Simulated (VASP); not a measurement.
# ZnAsAuF (P4/nmm) in VASP: density of states with PBE

Aim: the density of states of ZnAsAuF with PBE.

Everything below comes from runs of VASP 6.6.1. Logs are shortened: lines on timing, memory, paths and dates and some standing lists are left out, and cuts for length are marked.

## (1) The cell of the first run

It takes space group P4/nmm (No. 129, tetragonal). The conventional cell has a = 3.902 Å, b = 3.902 Å, c = 8.878 Å, α = 90.00°, β = 90.00°, γ = 90.00°. Within 3.2 Å of Au (site symmetry 4mm) lie 4 F at 2.46 Å. Within 3.1 Å of Zn (site symmetry -4m2) lie 4 As at 2.36 Å and 4 Zn at 2.76 Å. As (site symmetry 4mm) has 4 Zn at 2.36 Å within 3.1 Å. Within 3.2 Å of F (site symmetry -4m2) lie 4 Au at 2.46 Å and 4 F at 2.76 Å.

## (2) Density of states, PBE

The input, POSCAR:

```
ZnAsAuF
1.0
    3.9015010000      0.0000000000      0.0000000000
    0.0000000000      3.9015010000      0.0000000000
    0.0000000000      0.0000000000      8.8775630000
Au Zn As F
2 2 2 2
Direct
    0.2500000000      0.2500000000      0.3317700000
    0.7500000000      0.7500000000      0.6682300000
    0.2500000000      0.7500000000      0.0000000000
    0.7500000000      0.2500000000      0.0000000000
    0.7500000000      0.7500000000      0.1491000000
    0.2500000000      0.2500000000      0.8509000000
    0.2500000000      0.7500000000      0.5000000000
    0.7500000000      0.2500000000      0.5000000000
```

The input, INCAR.step1:

```
SYSTEM = ZnAsAuF
PREC = Accurate
ENCUT = 520
EDIFF = 1E-7
ISMEAR = -1
SIGMA = 0.1
LREAL = .FALSE.
LASPH = .TRUE.
NELM = 100
ALGO = Normal
ISIF = 2
LWAVE = .FALSE.
LCHARG = .TRUE.
LMAXMIX = 4
GGA = PE
NBANDS = 45
LUSENCCL = .FALSE.
```

The input, KPOINTS.step1:

```
regular mesh
0
G
  9 9 4
  0 0 0
```

The input, INCAR.step2:

```
SYSTEM = ZnAsAuF
PREC = Accurate
ENCUT = 520
EDIFF = 1E-7
ISMEAR = -5
SIGMA = 0.1
LREAL = .FALSE.
LASPH = .TRUE.
NELM = 100
ALGO = Normal
ISIF = 2
LWAVE = .FALSE.
LCHARG = .FALSE.
LMAXMIX = 4
GGA = PE
LORBIT = 10
NBANDS = 45
NEDOS = 2001
ICHARG = 11
LUSENCCL = .FALSE.
```

The input, KPOINTS.step2:

```
regular mesh
0
G
  14 14 6
  0 0 0
```

Potentials or basis: VASP PAW PBE potentials, release 64 (Au, Zn, As, F).

Launch:

```sh
$ cat potpaw_PBE.64/Au/POTCAR potpaw_PBE.64/Zn/POTCAR potpaw_PBE.64/As/POTCAR potpaw_PBE.64/F/POTCAR > POTCAR
$ cp INCAR.step1 INCAR
$ cp KPOINTS.step1 KPOINTS
$ mpirun -np 1 vasp_std > vasp.out
$ cp INCAR.step2 INCAR
$ cp KPOINTS.step2 KPOINTS
$ mpirun -np 1 vasp_std > vasp.out
```

OUTCAR:

```text
SYSTEM = ZnAsAuF
   PREC = Accurate
   ENCUT = 520
   EDIFF = 1E-7
   ISMEAR = -5
   LREAL = .FALSE.
   LASPH = .TRUE.
   NELM = 100
   ISIF = 2
   GGA = PE
   LORBIT = 10
   ICHARG = 11

 ion  position               nearest neighbor table
   1  0.250  0.250  0.332-   7 2.46   8 2.46   7 2.46   8 2.46   5 3.20   5 3.20   5 3.20   5 3.20

   2  0.750  0.750  0.668-   7 2.46   8 2.46   8 2.46   7 2.46   6 3.20   6 3.20   6 3.20   6 3.20

   3  0.250  0.750  0.000-   5 2.36   6 2.36   6 2.36   5 2.36   4 2.76   4 2.76   4 2.76   4 2.76

   4  0.750  0.250  0.000-   5 2.36   6 2.36   5 2.36   6 2.36   3 2.76   3 2.76   3 2.76   3 2.76

   5  0.750  0.750  0.149-   3 2.36   4 2.36   4 2.36   3 2.36   1 3.20   1 3.20   1 3.20   1 3.20

   6  0.250  0.250  0.851-   3 2.36   4 2.36   3 2.36   4 2.36   2 3.20   2 3.20   2 3.20   2 3.20

   7  0.250  0.750  0.500-   1 2.46   2 2.46   1 2.46   2 2.46
   8  0.750  0.250  0.500-   1 2.46   2 2.46   2 2.46   1 2.46

  LATTYP: Found a simple tetragonal cell.
 ALAT       =     3.9015010000
 C/A-ratio  =     2.2754224592

  Lattice vectors:

 A1 = (   3.9015010000,   0.0000000000,   0.0000000000)
 A2 = (   0.0000000000,   3.9015010000,   0.0000000000)
 A3 = (   0.0000000000,   0.0000000000,   8.8775630000)

Analysis of symmetry for initial positions (statically):
=====================================================================
 Subroutine PRICEL returns:
 Original cell was already a primitive cell.

 Routine SETGRP: Setting up the symmetry group for a
 simple tetragonal supercell.

 Subroutine GETGRP returns: Found 16 space group operations
 (whereof  4 operations were pure point group operations)
 out of a pool of 16 trial point group operations.

The static configuration has the point symmetry C_2h.
 The point group associated with its full space group is D_4h.

Analysis of symmetry for dynamics (positions and initial velocities):
=====================================================================
 Subroutine PRICEL returns:
 Original cell was already a primitive cell.

 Routine SETGRP: Setting up the symmetry group for a
 simple tetragonal supercell.

 Subroutine GETGRP returns: Found 16 space group operations
 (whereof  4 operations were pure point group operations)
[... 130 lines left out ...]
   EMIN   =  10.00;   EMAX   =-10.00  energy-range for DOS
   EFERMI =   0.00;   METHOD = LEGACY
   ISMEAR =    -5;   SIGMA  =   0.10  broadening in eV -4-tet -1-fermi 0-gaus
   EFERMI_NEDOS =   21; number of points for ismear=-14 and -15
   IALGO  =     38    algorithm
   IMIX   =      4    mixing-type and parameters
     AMIX     =   0.40;   BMIX     =  1.00
     AMIX_MAG =   1.60;   BMIX_MAG =  1.00
  volume/ion in A,a.u.               =      16.89       113.99
  Fermi-wavevector in a.u.,A,eV,Ry     =   1.314786  2.484585 23.519881  1.728663
  Thomas-Fermi vector in A             =   2.445015
   LORBIT       =     10    0 simple, 1 ext, 2 COOP (PROOUT), +10 PAW based schemes
   GGA     = PE    functional components
   LHFCALC =     F    Hartree Fock is set to
   AEXX    =    0.0000 exact exchange contribution
   IVDW    =     0    specifies the selected vdW correction
   LEPSILON=     F    determine dielectric tensor
   LRPA    =     F    only Hartree local field effects (RPA)
 non-spin polarized calculation
 Fermi weights with tetrahedron method with Bloechl corrections
  energy-cutoff  :      520.00
  volume of cell :      135.13
 maximum number of plane-waves:      3684
 NGX is ok and might be reduce to    30

 number of electron      69.9999966 magnetization

 Free energy of the ion-electron system (eV)
  ---------------------------------------------------
  ext. energy  EPLUGINS =         0.00000000
  ---------------------------------------------------
  free energy    TOTEN  =       -21.25776101 eV

  energy without entropy =      -21.25776101  energy(sigma->0) =      -21.25776101

 E-fermi :   3.4945     XC(G=0): -10.6544

 val. band max:        3.4893448255   @ k =   0.3571   0.1429   0.5000
 cond. band min:       3.4422162850   @ k =   0.1429   0.0000   0.1667
 fundamental gap:     -0.0471285406
 Fermi energy:         3.4944912892

 k-point     1 :       0.0000    0.0000    0.0000
  band No.  band energies     occupation
      1     -18.1010      2.00000
      2     -17.5471      2.00000
      3      -9.7106      2.00000
      4      -7.9763      2.00000
      5      -4.7157      2.00000
      6      -4.5983      2.00000
[... 1141 lines left out ...]
     44      11.1080      0.00000
     45      11.4070      0.00000

 [... further k-points ...]

------------------------ aborting loop because EDIFF is reached ----------------------------------------

  FORCE on cell =-STRESS in cart. coord.  units (eV):
  Direction    XX          YY          ZZ          XY          YZ          ZX
  --------------------------------------------------------------------------------------
  -------------------------------------------------------------------------------------
  Total        7.5048104      7.5048104      5.4233072      0.0000000      0.0000000     -0.0000000
  in kB       88.9801430     88.9801430     64.3009780      0.0000000      0.0000000     -0.0000000
  external PRESSURE =      80.7537547 kB  Pullay stress =       0.0000000 kB

 VOLUME and BASIS-vectors are now :
 -----------------------------------------------------------------------------
  energy-cutoff  :      520.00
  volume of cell :      135.13
      direct lattice vectors                 reciprocal lattice vectors
     3.901501000  0.000000000  0.000000000     0.256311609  0.000000000  0.000000000
     0.000000000  3.901501000  0.000000000     0.000000000  0.256311609  0.000000000
     0.000000000  0.000000000  8.877563000     0.000000000  0.000000000  0.112643526

 POSITION                                       TOTAL-FORCE (eV/Angst)
 -----------------------------------------------------------------------------------
      0.97538      0.97538      2.94531         0.000000     -0.000000      0.074790
      2.92613      2.92613      5.93225         0.000000     -0.000000     -0.074790
      0.97538      2.92613      0.00000         0.000000      0.000000     -0.000000
      2.92613      0.97538      0.00000         0.000000     -0.000000      0.000000
      2.92613      2.92613      1.32364         0.000000      0.000000      3.863114
      0.97538      0.97538      7.55392         0.000000     -0.000000     -3.863114
      0.97538      2.92613      4.43878        -0.000000      0.000000     -0.000000
      2.92613      0.97538      4.43878        -0.000000     -0.000000     -0.000000
 -----------------------------------------------------------------------------------
    total drift:                                0.000000      0.000000     -0.000000

  FREE ENERGIE OF THE ION-ELECTRON SYSTEM (eV)
  ---------------------------------------------------
  free  energy   TOTEN  =       -21.2577610077 eV

  energy  without entropy=      -21.2577610077  energy(sigma->0) =      -21.25776101

 total charge

# of ion       s       p       d       tot
------------------------------------------
    1        0.328   0.142   8.886   9.356
    2        0.328   0.142   8.886   9.356
    3        0.627   0.604   9.777  11.009
    4        0.627   0.604   9.777  11.009
    5        1.272   1.469   0.054   2.794
    6        1.272   1.469   0.054   2.794
    7        1.749   4.256   0.000   6.005
    8        1.749   4.256   0.000   6.005
--------------------------------------------------
tot          7.954  12.942  37.433  58.329
```

OUTCAR.step1:

```text
SYSTEM = ZnAsAuF
   PREC = Accurate
   ENCUT = 520
   EDIFF = 1E-7
   ISMEAR = -1
   LREAL = .FALSE.
   LASPH = .TRUE.
[... 1405 lines left out ...]
      0.97538      0.97538      7.55392         0.000000      0.000000     -3.901200
      0.97538      2.92613      4.43878        -0.000000      0.000000      0.000000
      2.92613      0.97538      4.43878         0.000000      0.000000      0.000000
 -----------------------------------------------------------------------------------
    total drift:                                0.000000      0.000000     -0.000000

  FREE ENERGIE OF THE ION-ELECTRON SYSTEM (eV)
  ---------------------------------------------------
  free  energy   TOTEN  =       -21.3194680628 eV

  energy  without entropy=      -21.1877334710  energy(sigma->0) =      -21.25360077
```

OSZICAR.step1:

```text
N       E                     dE             d eps       ncg     rms          rms(c)
DAV:   1     0.656171719768E+03    0.65617E+03   -0.32871E+04  4050   0.177E+03
DAV:   2     0.600724983213E+02   -0.59610E+03   -0.56571E+03  4188   0.437E+02
DAV:   3    -0.217261076261E+02   -0.81799E+02   -0.79207E+02  4470   0.152E+02
DAV:   4    -0.247247225631E+02   -0.29986E+01   -0.29732E+01  4597   0.313E+01
DAV:   5    -0.247568129028E+02   -0.32090E-01   -0.32076E-01  4436   0.322E+00    0.136E+01
DAV:   6    -0.213927540890E+02    0.33641E+01   -0.12770E+01  6171   0.553E+01    0.105E+01
DAV:   7    -0.214130408403E+02   -0.20287E-01   -0.21971E+00  4253   0.991E+00    0.665E+00
DAV:   8    -0.213662077071E+02    0.46833E-01   -0.76647E-01  4560   0.540E+00    0.179E+00
DAV:   9    -0.213214236128E+02    0.44784E-01   -0.10246E-01  4893   0.357E+00    0.635E-01
DAV:  10    -0.213201722604E+02    0.12514E-02   -0.41402E-02  4476   0.125E+00    0.202E-01
DAV:  11    -0.213199630689E+02    0.20919E-03   -0.34768E-03  5277   0.586E-01    0.202E-01
DAV:  12    -0.213196435367E+02    0.31953E-03   -0.97625E-04  4355   0.160E-01    0.137E-01
DAV:  13    -0.213194744113E+02    0.16913E-03   -0.14002E-03  4312   0.236E-01    0.388E-02
DAV:  14    -0.213194663692E+02    0.80421E-05   -0.15213E-04  4360   0.903E-02    0.954E-03
DAV:  15    -0.213194677485E+02   -0.13794E-05   -0.14945E-05  4325   0.183E-02    0.442E-03
DAV:  16    -0.213194685109E+02   -0.76237E-06   -0.15159E-06  4429   0.651E-03    0.559E-03
DAV:  17    -0.213194681178E+02    0.39306E-06   -0.57653E-07  4233   0.383E-03    0.253E-03
DAV:  18    -0.213194680628E+02    0.55058E-07   -0.76644E-08  2293   0.139E-03
   1 F= -.21319468E+02 E0= -.21253601E+02  d E =-.131735E+00
```

Wall time 9.4 min (1 × NVIDIA H100 80GB with 1 thread of Intel Xeon Platinum 8481C at 2.70GHz (Sapphire Rapids), shared host); peak memory 1.8 GiB.

What came out:

```yaml
Valence_electrons_inside_the_program's_atomic_spheres: Au 9.36; Zn 11.01; As 2.79; F 6.00
```

Levels at points of the mesh, in eV from the Fermi level:
```tsv
k point	band 33	band 34	band 35	band 36	band 37	band 38
(0.00, 0.00, 0.00)	-0.49	-0.47	0.38	0.83	0.83	1.57
(0.50, 0.00, 0.00)	-0.32	-0.32	-0.23	-0.23	2.12	2.12
(0.50, 0.50, 0.00)	-0.72	-0.72	-0.35	-0.35	1.44	1.44
(0.00, 0.00, 0.50)	-0.74	-0.50	1.01	1.01	1.50	1.59
(0.50, 0.00, 0.50)	-0.48	-0.48	-0.15	-0.15	1.87	1.87
(0.50, 0.50, 0.50)	-0.95	-0.95	-0.72	-0.72	1.43	1.43
```

Caveat: spin-orbit coupling is left out, which moves the levels of the heavy elements; tetrahedron occupations give inexact forces and stress in metals.
